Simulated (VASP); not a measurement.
Ru, 1 atom in the cell. Symmetry: Fm-3m, No. 225, cubic system. The conventional cell has a = 3.667 Å, b = 3.667 Å, c = 3.667 Å, α = 90.00°, β = 90.00°, γ = 90.00°. Ru (site symmetry m-3m) has 12 Ru at 2.59 Å within 3.4 Å. 

```yaml
Program: VASP 6.6.1
Task: single point
Functional: PBE
Potentials_or_basis: VASP PAW PBE potentials, release 64 (Ru_pv)
Cutoff: 520 eV
k_mesh: 20 × 20 × 20
Occupations: gaussian, width 0.15 eV
Spin: no spin polarisation
Dipole_correction: no
Further_INCAR_settings: ALGO = Normal; EDIFF = 1e-06; NBANDS = 13
```

Potentials or basis: VASP PAW PBE potentials, release 64 (Ru_pv).

The run is started by

```bash
$ cat potpaw_PBE.64/Ru_pv/POTCAR > POTCAR
$ mpirun -np 1 vasp_std > vasp.out
```

Hardware: 1 thread of AMD EPYC 9R45 96-Core Processor (Zen 5), with other jobs on the host.

Question: Estimate the wall time of this run.

Answer: Wall time 15 s on 1 thread of AMD EPYC 9R45 96-Core Processor (Zen 5) (shared host), peak memory 0.12 GiB. Counts: scf iterations 11, k points 256.
